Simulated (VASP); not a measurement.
# Ru (Im-3m) in VASP: further runs

Ru is run at these levels: LDA; tasks: single point, relaxation of cell and atoms.

Program: VASP 6.6.1. These are calculated values, not measurements. Logs are shortened: lines on timing, memory, paths and dates and some standing lists are left out, and cuts for length are marked.

## (1) The cell of the first run

It takes space group Im-3m (No. 229, cubic). Conventional cell: a = 3.116 Å, b = 3.116 Å, c = 3.116 Å, α = 90.00°, β = 90.00°, γ = 90.00°. Within 3.6 Å of Ru (site symmetry m-3m) lie 14 Ru at 2.70 to 3.12 Å.

## (2) Single point, LDA (volume scaled by 1.12)

Input file INCAR:

```
PREC = Accurate
ENCUT = 520
EDIFF = 1E-6
ISMEAR = -1
SIGMA = 0.1
LREAL = False
LASPH = True
NELM = 100
ALGO = Normal
ISIF = 2
LWAVE = False
LCHARG = False
NBANDS = 13
```

Input file KPOINTS:

```
Automatic mesh
0
Gamma
  17 17 17
```

Input file POSCAR:

```
Ru
1.0
   -1.5581175410      1.5581175410      1.5581175410
    1.5581175410     -1.5581175410      1.5581175410
    1.5581175410      1.5581175410     -1.5581175410
Ru
1
Direct
    0.0000000000      0.0000000000      0.0000000000
```

Potentials or basis: VASP PAW LDA potentials, release 64 (Ru_pv).

Launch:

```bash
$ cat potpaw_LDA.64/Ru_pv/POTCAR > POTCAR
$ mpirun -np 1 vasp_std > vasp.out
```

OUTCAR:

```text
PREC = Accurate
   ENCUT = 520
   EDIFF = 1E-6
   ISMEAR = -1
   LREAL = False
   LASPH = True
   NELM = 100
   ISIF = 2

 ion  position               nearest neighbor table
   1  0.000  0.000  0.000-

  LATTYP: Found a body centered cubic cell.
 ALAT       =     3.1162350820

  Lattice vectors:

 A1 = (  -1.5581175410,   1.5581175410,   1.5581175410)
 A2 = (   1.5581175410,  -1.5581175410,   1.5581175410)
 A3 = (   1.5581175410,   1.5581175410,  -1.5581175410)

Analysis of symmetry for initial positions (statically):
=====================================================================
 Subroutine PRICEL returns:
 Original cell was already a primitive cell.

 Routine SETGRP: Setting up the symmetry group for a
 body centered cubic supercell.

 Subroutine GETGRP returns: Found 48 space group operations
 (whereof 48 operations were pure point group operations)
 out of a pool of 48 trial point group operations.

The static configuration has the point symmetry O_h .

Analysis of symmetry for dynamics (positions and initial velocities):
=====================================================================
 Subroutine PRICEL returns:
 Original cell was already a primitive cell.

 Routine SETGRP: Setting up the symmetry group for a
 body centered cubic supercell.

 Subroutine GETGRP returns: Found 48 space group operations
 (whereof 48 operations were pure point group operations)
 out of a pool of 48 trial point group operations.

The dynamic configuration has the point symmetry O_h .

 Subroutine INISYM returns: Found 48 space group operations
 (whereof 48 operations are pure point group operations),
 and found     1 'primitive' translations

----------------------------------------------------------------------------------------

                                     Primitive cell

  volume of cell :      15.1308

  direct lattice vectors                    reciprocal lattice vectors
    -1.558117541  1.558117541  1.558117541     0.000000000  0.320900052  0.320900052
     1.558117541 -1.558117541  1.558117541     0.320900052  0.000000000  0.320900052
     1.558117541  1.558117541 -1.558117541     0.320900052  0.320900052  0.000000000

  length of vectors
     2.698738745  2.698738745  2.698738745     0.453821206  0.453821206  0.453821206

  position of ions in fractional coordinates (direct lattice)
[... 76 lines left out ...]
   NELM   =    100;   NELMIN=  2; NELMDL= -5     # of ELM steps
   EDIFF  = 0.1E-05   stopping-criterion for ELM
   LREAL  =      F    real-space projection
   EDIFFG = 0.1E-04   stopping-criterion for IOM
   NSW    =      0    number of steps for IOM
   IBRION =     -1    ionic relax: 0-MD 1-quasi-New 2-CG
   NFREE  =      0    steps in history (QN), initial steepest desc. (CG)
   ISIF   =      2    stress and relaxation
   ISYM   =      2    0-nonsym 1-usesym 2-fastsym
   POTIM  = 0.5000    time-step for ionic-motion
   TEBEG  =    0.0;   TEEND  =   0.0 temperature during run
   PSTRESS=    0.0 pullay stress
   NELECT =      14.0000    total number of electrons
   NUPDOWN=      -1.0000    fix difference up-down
   EMIN   =  10.00;   EMAX   =-10.00  energy-range for DOS
   EFERMI =   0.00;   METHOD = LEGACY
   ISMEAR =    -1;   SIGMA  =   0.10  broadening in eV -4-tet -1-fermi 0-gaus
   EFERMI_NEDOS =   21; number of points for ismear=-14 and -15
   IALGO  =     38    algorithm
   IMIX   =      4    mixing-type and parameters
     AMIX     =   0.40;   BMIX     =  1.00
     AMIX_MAG =   1.60;   BMIX_MAG =  1.00
  volume/ion in A,a.u.               =      15.13       102.11
  Fermi-wavevector in a.u.,A,eV,Ry     =   1.595257  3.014598 34.624712  2.544845
  Thomas-Fermi vector in A             =   2.693204
   LORBIT       =      0    0 simple, 1 ext, 2 COOP (PROOUT), +10 PAW based schemes
   GGA     = CA    functional components
   LHFCALC =     F    Hartree Fock is set to
   AEXX    =    0.0000 exact exchange contribution
   IVDW    =     0    specifies the selected vdW correction
   LEPSILON=     F    determine dielectric tensor
   LRPA    =     F    only Hartree local field effects (RPA)
 non-spin polarized calculation
  energy-cutoff  :      520.00
  volume of cell :       15.13
 maximum number of plane-waves:       420
   NGX =  9   NGY =  9   NGZ =  9

 number of electron      13.9999999 magnetization

 Free energy of the ion-electron system (eV)
  ---------------------------------------------------
  ext. energy  EPLUGINS =         0.00000000
  ---------------------------------------------------
  free energy    TOTEN  =        -9.89508325 eV

  energy without entropy =       -9.82025324  energy(sigma->0) =       -9.85766825

 E-fermi :  10.9305     XC(G=0): -13.7191

 val. band max:       10.9286473401   @ k =   0.1176   0.0588   0.0000
 cond. band min:      10.9552117926   @ k =   0.3529   0.1765   0.0588
 fundamental gap:      0.0265644525
 Fermi energy:        10.9304586291

 k-point     1 :       0.0000    0.0000    0.0000
  band No.  band energies     occupation
      1     -31.3782      2.00000
      2     -31.3782      2.00000
      3     -31.3782      2.00000
      4       3.4090      2.00000
      5       8.4291      2.00000
      6       8.4291      2.00000
      7       8.4291      2.00000
      8      10.8612      1.33303
      9      10.8612      1.33303
     10      21.1319      0.00000
     11      27.9587      0.00000
     12      27.9587      0.00000
     13      27.9587      0.00000
[... 354 lines left out ...]
  band No.  band energies     occupation
      1     -31.8681      2.00000
      2     -31.5426      2.00000
      3     -31.4280      2.00000
      4       6.0245      2.00000
      5       7.6167      2.00000
      6       7.8537      2.00000
      7      10.2530      1.99772
      8      11.2026      0.12349
      9      11.8231      0.00027
     10      21.1315      0.00000
     11      25.8136      0.00000
     12      26.3470      0.00000
     13      30.1912      0.00000

 [... further k-points ...]
[... 5 lines left out ...]
  --------------------------------------------------------------------------------------
  -------------------------------------------------------------------------------------
  Total       -2.6144120     -2.6144120     -2.6144120     -0.0000000      0.0000000      0.0000000
  in kB     -276.8368931   -276.8368931   -276.8368931     -0.0000000      0.0000000      0.0000000
  external PRESSURE =    -276.8368931 kB  Pullay stress =       0.0000000 kB

 VOLUME and BASIS-vectors are now :
 -----------------------------------------------------------------------------
  energy-cutoff  :      520.00
  volume of cell :       15.13
      direct lattice vectors                 reciprocal lattice vectors
    -1.558117541  1.558117541  1.558117541     0.000000000  0.320900052  0.320900052
     1.558117541 -1.558117541  1.558117541     0.320900052  0.000000000  0.320900052
     1.558117541  1.558117541 -1.558117541     0.320900052  0.320900052  0.000000000

 POSITION                                       TOTAL-FORCE (eV/Angst)
 -----------------------------------------------------------------------------------
      0.00000      0.00000      0.00000         0.000000     -0.000000      0.000000
 -----------------------------------------------------------------------------------
    total drift:                                0.000000     -0.000000      0.000000

  FREE ENERGIE OF THE ION-ELECTRON SYSTEM (eV)
  ---------------------------------------------------
  free  energy   TOTEN  =        -9.8950832492 eV

  energy  without entropy=       -9.8202532440  energy(sigma->0) =       -9.85766825
```

OSZICAR:

```text
N       E                     dE             d eps       ncg     rms          rms(c)
DAV:   1     0.106170711790E+03    0.10617E+03   -0.83746E+03  4298   0.112E+03
DAV:   2    -0.930637256578E+01   -0.11548E+03   -0.11105E+03  4685   0.322E+02
DAV:   3    -0.105939037048E+02   -0.12875E+01   -0.12827E+01  4840   0.375E+01
DAV:   4    -0.105978180267E+02   -0.39143E-02   -0.39143E-02  4660   0.224E+00
DAV:   5    -0.105978457231E+02   -0.27696E-04   -0.27696E-04  4905   0.172E-01    0.107E+01
DAV:   6    -0.993112519400E+01    0.66672E+00   -0.12956E+00  4415   0.138E+01    0.266E+00
DAV:   7    -0.989996468552E+01    0.31161E-01   -0.46882E-02  4855   0.227E+00    0.986E-01
DAV:   8    -0.989511806686E+01    0.48466E-02   -0.53693E-03  4375   0.981E-01    0.449E-02
DAV:   9    -0.989507352007E+01    0.44547E-04   -0.10142E-04  4610   0.141E-01    0.272E-02
DAV:  10    -0.989508328779E+01   -0.97677E-05   -0.28672E-06  4585   0.183E-02    0.157E-03
DAV:  11    -0.989508324916E+01    0.38628E-07   -0.19647E-07  2330   0.572E-03
   1 F= -.98950832E+01 E0= -.98576682E+01  d E =-.748300E-01
```

Run time: 28 s. Hardware: 1 thread of Intel Xeon 8259CL, shared host; peak memory 0.14 GiB.

What came out:

* Free energy: -9.8951 eV
* Pressure: -27.7 GPa
* Band gap on the k mesh: zero (band 7 reaches 12.44 eV, above the bottom of band 8 at 9.40 eV)

Levels at points of the mesh, in eV from the Fermi level:
| k point | band 4 | band 5 | band 6 | band 7 | band 8 | band 9 | band 10 | band 11 |
| --- | --- | --- | --- | --- | --- | --- | --- | --- |
| (0.00, 0.00, 0.00) | -7.52 | -2.50 | -2.50 | -2.50 | -0.07 | -0.07 | 10.20 | 17.03 |

Caveat: the cell differs from its parent crystal (volume scaled by 1.12).

## (3) Relaxation of cell and atoms, LDA

This run uses another cell than the first one, of 13.55 Å³/atom, 0.896 times its volume.

Input file INCAR:

```
  ALGO = Normal
  EDIFF = 1E-6
  EDIFFG = -0.01
  ENCUT = 600
  IBRION = 2
  ISIF = 3
  ISMEAR = -1
  LASPH = True
  LCHARG = False
  LREAL = False
  LWAVE = False
  NELM = 100
  NSW = 80
  PREC = Accurate
  SIGMA = 0.1
```

Input file KPOINTS:

```
k-points
0
Gamma
  15 15 15
```

Input file POSCAR:

```
Ru
1.0
   -1.5020265709      1.5020265709      1.5020265709
    1.5020265709     -1.5020265709      1.5020265709
    1.5020265709      1.5020265709     -1.5020265709
Ru
1
Direct
    0.0000000000      0.0000000000      0.0000000000
```

Potentials or basis: VASP PAW LDA potentials, release 64 (Ru_pv).

Launch:

```bash
$ cat potpaw_LDA.64/Ru_pv/POTCAR > POTCAR
$ mpirun -np 1 vasp_std > vasp.out
```

OUTCAR:

```text
EDIFF = 1E-6
   EDIFFG = -0.01
   ENCUT = 600
   IBRION = 2
   ISIF = 3
   ISMEAR = -1
   LASPH = True
   LREAL = False
   NELM = 100
   NSW = 80
   PREC = Accurate

 ion  position               nearest neighbor table
   1  0.000  0.000  0.000-

  LATTYP: Found a body centered cubic cell.
 ALAT       =     3.0040531418

  Lattice vectors:

 A1 = (  -1.5020265709,   1.5020265709,   1.5020265709)
 A2 = (   1.5020265709,  -1.5020265709,   1.5020265709)
 A3 = (   1.5020265709,   1.5020265709,  -1.5020265709)

Analysis of symmetry for initial positions (statically):
=====================================================================
 Subroutine PRICEL returns:
 Original cell was already a primitive cell.

 Routine SETGRP: Setting up the symmetry group for a
 body centered cubic supercell.

 Subroutine GETGRP returns: Found 48 space group operations
[... 249 lines left out ...]
 Fermi energy:        12.8991902388

 k-point     1 :       0.0000    0.0000    0.0000
  band No.  band energies     occupation
      1     -29.4665      2.00000
      2     -29.4665      2.00000
      3     -29.4665      2.00000
      4       4.6909      2.00000
      5       9.9547      2.00000
      6       9.9547      2.00000
      7       9.9547      2.00000
      8      12.7943      1.48095
      9      12.7943      1.48095
     10      22.9539      0.00000
     11      30.0294      0.00000
[... 309 lines left out ...]
 k-point    24 :       0.4000    0.2000    0.0000
  band No.  band energies     occupation
      1     -30.4418      2.00000
      2     -29.9839      2.00000
      3     -29.5789      2.00000
      4       7.3848      2.00000
      5       8.4838      2.00000
      6      10.7200      2.00000
      7      12.7096      1.73889
      8      13.7622      0.00036
      9      19.1755      0.00000
     10      22.8981      0.00000
     11      23.0324      0.00000

 [... further k-points ...]
[... 5 lines left out ...]
  --------------------------------------------------------------------------------------
  -------------------------------------------------------------------------------------
  Total        0.0012644      0.0012644      0.0012644      0.0000000      0.0000000     -0.0000000
  in kB        0.1495803      0.1495803      0.1495803      0.0000000      0.0000000     -0.0000000
  external PRESSURE =       0.1495803 kB  Pullay stress =       0.0000000 kB
[... 16 lines left out ...]
  FREE ENERGIE OF THE ION-ELECTRON SYSTEM (eV)
  ---------------------------------------------------
  free  energy   TOTEN  =       -10.0502362149 eV

  energy  without entropy=       -9.9907694482  energy(sigma->0) =      -10.02050283

 reached required accuracy - stopping structural energy minimisation
```

OSZICAR:

```text
N       E                     dE             d eps       ncg     rms          rms(c)
DAV:   1     0.113319020722E+03    0.11332E+03   -0.94040E+03  2640   0.152E+03
DAV:   2    -0.922536551531E+01   -0.12254E+03   -0.11811E+03  2711   0.379E+02
[... 16 lines left out ...]
   2 F= -.10050146E+02 E0= -.10020539E+02  d E =0.805436E-04
       N       E                     dE             d eps       ncg     rms          rms(c)
DAV:   1    -0.100516960045E+02   -0.15501E-02   -0.29186E-02  2736   0.255E+00    0.323E-01
DAV:   2    -0.100502550837E+02    0.14409E-02   -0.38866E-03  2721   0.806E-01    0.524E-02
DAV:   3    -0.100502259057E+02    0.29178E-04   -0.16584E-04  2943   0.159E-01    0.276E-02
DAV:   4    -0.100502362227E+02   -0.10317E-04   -0.11381E-05  2769   0.378E-02    0.374E-03
DAV:   5    -0.100502362149E+02    0.78101E-08   -0.23749E-07  1611   0.698E-03
   3 F= -.10050236E+02 E0= -.10020503E+02  d E =-.973279E-05
```

It took 35 s on 1 thread of Intel Xeon 8259CL, shared host; peak memory 0.15 GiB.

Results:

```
Free energy                            : -10.0502 eV
Relaxed volume                         : 13.54 Å³/atom
Relaxed cell                           : a = 2.601 Å, b = 2.601 Å, c = 2.601 Å, α = 109.47°, β = 109.47°, γ = 109.47°
Space group after relaxing (to 0.05 Å) : Im-3m (No. 229)
Energy gained by relaxing              : 0.0 meV/atom
Ionic steps                            : 3
Pressure after relaxing                : 0.0 GPa
Band gap on the k mesh                 : zero (band 7 reaches 14.66 eV, above the bottom of band 8 at 11.28 eV)
```

Final structure:
```cif
data_structure
_symmetry_space_group_name_H-M 'P 1'
_symmetry_Int_Tables_number 1
_cell_length_a 2.6009
_cell_length_b 2.6009
_cell_length_c 2.6009
_cell_angle_alpha 109.471
_cell_angle_beta 109.471
_cell_angle_gamma 109.471
_cell_volume 13.54
loop_
_atom_site_label
_atom_site_type_symbol
_atom_site_fract_x
_atom_site_fract_y
_atom_site_fract_z
_atom_site_occupancy
Ru1 Ru 0.00000 0.00000 0.00000 1
```

Levels at points of the mesh, in eV from the Fermi level:
| k point | band 4 | band 5 | band 6 | band 7 | band 8 | band 9 | band 10 | band 11 |
| --- | --- | --- | --- | --- | --- | --- | --- | --- |
| (0.00, 0.00, 0.00) | -8.21 | -2.94 | -2.94 | -2.94 | -0.10 | -0.10 | 10.05 | 17.13 |
